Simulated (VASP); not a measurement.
Input of a VASP 6.6.1 run:

INCAR

```
ALGO     = Normal         # electronic algorithm
EDIFF    = 1E-6           # SCF threshold, eV
ENCUT    = 520            # plane-wave cutoff, eV
GGA      = CA             # functional
ISIF     = 2              # what is computed and relaxed
ISMEAR   = -1             # smearing method
LASPH    = True           # aspherical terms in the spheres
LCHARG   = False          # write CHGCAR
LREAL    = False          # projectors in reciprocal space
LWAVE    = False          # write WAVECAR
NBANDS   = 19             # bands
NELM     = 60             # most SCF steps
PREC     = Accurate       # precision mode
SIGMA    = 0.1            # smearing width, eV
```

File KPOINTS:

```
k-points
0
Gamma
  13 13 7
```

The input POSCAR:

```
Zn
1.0
    2.5709734949      0.0000000000      0.0000000000
   -1.2854867475      2.2265283591      0.0000000000
    0.0000000000      0.0000000000      4.7361908706
Zn
2
Direct
    0.3333333333      0.6666666667      0.2500000000
    0.6666666667      0.3333333333      0.7500000000
```

Potentials or basis: VASP PAW LDA potentials, release 64 (Zn).

Command:

```sh
$ cat potpaw_LDA.64/Zn/POTCAR > POTCAR
$ mpirun -np 1 vasp_std > vasp.out
```

Q: What does it give for the pressure?

A: 0.7 GPa.

Q: Predict the band gap on the k mesh.

A: Zero (band 12 reaches 4.82 eV, above the bottom of band 13 at 0.86 eV).

Stress tensor (GPa, compression positive):
```
0.82 0.00 0.00
0.00 0.82 0.00
0.00 0.00 0.46
```
